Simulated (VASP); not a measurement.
# Br (Immm) in VASP: single point with PBEsol

Aim: the single point of Br with PBEsol.

Everything below comes from runs of VASP 6.6.1. Logs are shortened: lines on timing, memory, paths and dates and some standing lists are left out, and cuts for length are marked.

**1. The cell of the first run**

It takes space group Immm (No. 71, orthorhombic). Conventional cell: a = 2.574 Å, b = 3.440 Å, c = 7.156 Å, α = 90.00°, β = 90.00°, γ = 90.00°. Within 3.4 Å of Br (site symmetry mmm) lie 2 Br at 2.57 Å.

**2. Single point, PBEsol**

INCAR

```
SYSTEM = Br
ALGO     = Normal         ! electronic algorithm
EDIFF    = 1E-6           ! SCF threshold, eV
ENCUT    = 520            ! plane-wave cutoff, eV
GGA      = PS             ! functional
ISIF     = 2              ! what is computed and relaxed
ISMEAR   = 1              ! smearing method
LASPH    = .True.         ! aspherical terms in the spheres
LCHARG   = .True.         ! write CHGCAR
LELF     = .True.         ! ELF
LREAL    = .False.        ! projectors in reciprocal space
LVHAR    = .True.       
LWAVE    = .False.        ! write WAVECAR
NBANDS   = 10             ! bands
NELM     = 60             ! most SCF steps
PREC     = Accurate       ! precision mode
SIGMA    = 0.02           ! smearing width, eV
```

KPOINTS

```
k-points
0
Gamma
  11 11 11
  0 0 0
```

POSCAR

```
Br
1.0
   -1.2867684000      1.7199972000      3.5779911600
    1.2867684000     -1.7199972000      3.5779911600
    1.2867684000      1.7199972000     -3.5779911600
Br
1
Direct
    0.0000000000      0.0000000000      0.0000000000
```

Potentials or basis: VASP PAW PBE potentials, release 64 (Br).

The run is started by

```
$ cat potpaw_PBE.64/Br/POTCAR > POTCAR
$ mpirun -np 1 vasp_std > vasp.out
```

OUTCAR:

```text
SYSTEM = Br
   EDIFF = 1E-6
   ENCUT = 520
   GGA = PS
   ISIF = 2
   ISMEAR = 1
   LASPH = .True.
   LREAL = .False.
   NELM = 60
   PREC = Accurate

 ion  position               nearest neighbor table
   1  0.000  0.000  0.000-

  LATTYP: Found a body centered orthorhombic cell.
 ALAT       =     2.5735368000
 B/A-ratio  =     1.3366797009
 C/A-ratio  =     2.7806022902

  Lattice vectors:

 A1 = (  -1.2867684000,   1.7199972000,   3.5779911600)
 A2 = (   1.2867684000,  -1.7199972000,   3.5779911600)
 A3 = (   1.2867684000,   1.7199972000,  -3.5779911600)

Analysis of symmetry for initial positions (statically):
=====================================================================
 Subroutine PRICEL returns:
 Original cell was already a primitive cell.

 Routine SETGRP: Setting up the symmetry group for a
 body centered orthorhombic supercell.

 Subroutine GETGRP returns: Found  8 space group operations
 (whereof  8 operations were pure point group operations)
 out of a pool of  8 trial point group operations.

The static configuration has the point symmetry D_2h.

Analysis of symmetry for dynamics (positions and initial velocities):
=====================================================================
 Subroutine PRICEL returns:
 Original cell was already a primitive cell.

 Routine SETGRP: Setting up the symmetry group for a
 body centered orthorhombic supercell.

 Subroutine GETGRP returns: Found  8 space group operations
 (whereof  8 operations were pure point group operations)
 out of a pool of  8 trial point group operations.

The dynamic configuration has the point symmetry D_2h.

 Subroutine INISYM returns: Found  8 space group operations
 (whereof  8 operations are pure point group operations),
 and found     1 'primitive' translations

----------------------------------------------------------------------------------------

                                     Primitive cell

  volume of cell :      31.6758

  direct lattice vectors                    reciprocal lattice vectors
    -1.286768400  1.719997200  3.577991160     0.000000000  0.290698148  0.139743218
     1.286768400 -1.719997200  3.577991160     0.388570313  0.000000000  0.139743218
     1.286768400  1.719997200 -3.577991160     0.388570313  0.290698148  0.000000000

  length of vectors
     4.173270183  4.173270183  4.173270183     0.322542370  0.412934686  0.485275490

  position of ions in fractional coordinates (direct lattice)
     0.000000000  0.000000000  0.000000000
[... 75 lines left out ...]
   NELM   =     60;   NELMIN=  2; NELMDL= -5     # of ELM steps
   EDIFF  = 0.1E-05   stopping-criterion for ELM
   LREAL  =      F    real-space projection
   EDIFFG = 0.1E-04   stopping-criterion for IOM
   NSW    =      0    number of steps for IOM
   IBRION =     -1    ionic relax: 0-MD 1-quasi-New 2-CG
   NFREE  =      0    steps in history (QN), initial steepest desc. (CG)
   ISIF   =      2    stress and relaxation
   ISYM   =      2    0-nonsym 1-usesym 2-fastsym
   POTIM  = 0.5000    time-step for ionic-motion
   TEBEG  =    0.0;   TEEND  =   0.0 temperature during run
   PSTRESS=    0.0 pullay stress
   NELECT =       7.0000    total number of electrons
   NUPDOWN=      -1.0000    fix difference up-down
   EMIN   =  10.00;   EMAX   =-10.00  energy-range for DOS
   EFERMI =   0.00;   METHOD = LEGACY
   ISMEAR =     1;   SIGMA  =   0.02  broadening in eV -4-tet -1-fermi 0-gaus
   EFERMI_NEDOS =   21; number of points for ismear=-14 and -15
   IALGO  =     38    algorithm
   IMIX   =      4    mixing-type and parameters
     AMIX     =   0.40;   BMIX     =  1.00
     AMIX_MAG =   1.60;   BMIX_MAG =  1.00
  volume/ion in A,a.u.               =      31.68       213.76
  Fermi-wavevector in a.u.,A,eV,Ry     =   0.989764  1.870383 13.328717  0.979633
  Thomas-Fermi vector in A             =   2.121386
   LORBIT       =      0    0 simple, 1 ext, 2 COOP (PROOUT), +10 PAW based schemes
   GGA     = PS    functional components
   LHFCALC =     F    Hartree Fock is set to
   AEXX    =    0.0000 exact exchange contribution
   IVDW    =     0    specifies the selected vdW correction
   LEPSILON=     F    determine dielectric tensor
   LRPA    =     F    only Hartree local field effects (RPA)
 non-spin polarized calculation
 Methfessel and Paxton  Order N= 1 SIGMA  =   0.02
  energy-cutoff  :      520.00
  volume of cell :       31.68
 maximum number of plane-waves:       870
   NGX = 15   NGY = 15   NGZ = 15

 number of electron       6.9999999 magnetization

 Free energy of the ion-electron system (eV)
  ---------------------------------------------------
  ext. energy  EPLUGINS =         0.00000000
  ---------------------------------------------------
  free energy    TOTEN  =        -1.70413796 eV

  energy without entropy =       -1.70411715  energy(sigma->0) =       -1.70413102

 E-fermi :   0.2143     XC(G=0):  -8.3828

 val. band max:        0.2096352008   @ k =  -0.3636  -0.3636   0.1818
 cond. band min:       0.2146753654   @ k =  -0.1818  -0.4545   0.0909
 fundamental gap:      0.0050401645
 Fermi energy:         0.2143118314

 k-point     1 :       0.0000    0.0000    0.0000
  band No.  band energies     occupation
      1     -15.7117      2.00000
      2      -1.7672      2.00000
      3      -1.0132      2.00000
      4       4.0093      0.00000
      5       5.3551      0.00000
      6       9.3448      0.00000
      7      12.1666      0.00000
      8      12.9935      0.00000
      9      14.5139      0.00000
     10      20.1727      0.00000
[... 287 lines left out ...]
 k-point    24 :      -0.4545    0.1818   -0.0000
  band No.  band energies     occupation
      1     -14.6578      2.00000
      2      -3.3900      2.00000
      3      -1.5843      2.00000
      4       0.4755     -0.00000
      5       7.5590      0.00000
      6      10.8769      0.00000
      7      13.4096      0.00000
      8      15.6442      0.00000
      9      17.6033      0.00000
     10      18.0005      0.00000

 [... further k-points ...]
[... 5 lines left out ...]
  --------------------------------------------------------------------------------------
  -------------------------------------------------------------------------------------
  Total       -0.4782569     -0.0543597     -0.0372295      0.0000000      0.0000000      0.0000000
  in kB      -24.1904796     -2.7495397     -1.8830891      0.0000000      0.0000000      0.0000000
  external PRESSURE =      -9.6077028 kB  Pullay stress =       0.0000000 kB

 VOLUME and BASIS-vectors are now :
 -----------------------------------------------------------------------------
  energy-cutoff  :      520.00
  volume of cell :       31.68
      direct lattice vectors                 reciprocal lattice vectors
    -1.286768400  1.719997200  3.577991160     0.000000000  0.290698148  0.139743218
     1.286768400 -1.719997200  3.577991160     0.388570313  0.000000000  0.139743218
     1.286768400  1.719997200 -3.577991160     0.388570313  0.290698148  0.000000000

 POSITION                                       TOTAL-FORCE (eV/Angst)
 -----------------------------------------------------------------------------------
      0.00000      0.00000      0.00000         0.000000     -0.000000      0.000000
 -----------------------------------------------------------------------------------
    total drift:                               -0.000000     -0.000000      0.000000

  FREE ENERGIE OF THE ION-ELECTRON SYSTEM (eV)
  ---------------------------------------------------
  free  energy   TOTEN  =        -1.7041379607 eV

  energy  without entropy=       -1.7041171456  energy(sigma->0) =       -1.70413102
```

OSZICAR:

```text
N       E                     dE             d eps       ncg     rms          rms(c)
DAV:   1     0.227803123388E+02    0.22780E+02   -0.28209E+03  4320   0.529E+02
DAV:   2    -0.759493926359E+00   -0.23540E+02   -0.22776E+02  5614   0.966E+01
DAV:   3    -0.180353407708E+01   -0.10440E+01   -0.10324E+01  5260   0.195E+01
DAV:   4    -0.180756248493E+01   -0.40284E-02   -0.40281E-02  5476   0.144E+00
DAV:   5    -0.180757453844E+01   -0.12054E-04   -0.12053E-04  5276   0.733E-02    0.527E+00
DAV:   6    -0.172780181367E+01    0.79773E-01   -0.54953E-02  4826   0.127E+00    0.342E+00
DAV:   7    -0.170764240135E+01    0.20159E-01   -0.84554E-02  4906   0.162E+00    0.889E-01
DAV:   8    -0.170716413476E+01    0.47827E-03   -0.24515E-02  4688   0.850E-01    0.536E-01
DAV:   9    -0.170416339799E+01    0.30007E-02   -0.38916E-03  4700   0.339E-01    0.849E-02
DAV:  10    -0.170414313326E+01    0.20265E-04   -0.25879E-04  5076   0.987E-02    0.243E-02
DAV:  11    -0.170414428164E+01   -0.11484E-05   -0.51976E-06  5072   0.152E-02    0.337E-02
DAV:  12    -0.170413799926E+01    0.62824E-05   -0.76480E-06  4822   0.152E-02    0.239E-03
DAV:  13    -0.170413796067E+01    0.38586E-07   -0.76028E-07  2652   0.551E-03
   1 F= -.17041380E+01 E0= -.17041310E+01  d E =-.208151E-04
```

stdout:

```text
POSCAR found type information on POSCAR Br
 POSCAR found :  1 types and       1 ions
 scaLAPACK will be used
 -----------------------------------------------------------------------------
|                                                                             |
|                                                                             |
|     You enforced a specific xc type in the INCAR file but a different       |
|     I HOPE YOU KNOW WHAT YOU ARE DOING!                                     |
|                                                                             |
 -----------------------------------------------------------------------------

 LDA part: xc-table for (Slater+PW92), standard interpolation
 POSCAR, INCAR and KPOINTS ok, starting setup
 FFT: planning ... GRIDC
 FFT: planning ... GRID_SOFT
 FFT: planning ... GRID
 WAVECAR not read
 entering main loop
```

Wall time 27 s (1 thread of Intel Xeon 6975P-C (Granite Rapids), shared host); peak memory 0.21 GiB.

Results:

| Item | Value |
| --- | --- |
| Free energy | -1.7041 eV |
| Pressure | -1.0 GPa |

Stress tensor (GPa, compression positive):
```
-2.42  0.00  0.00
 0.00 -0.27  0.00
 0.00  0.00 -0.19
```

Caveat: the PAW data sets were made with another functional, which shifts forces and pressure a little; an odd number of electrons without spin polarisation forces a metal; a magnetic or distorted state may lie lower.
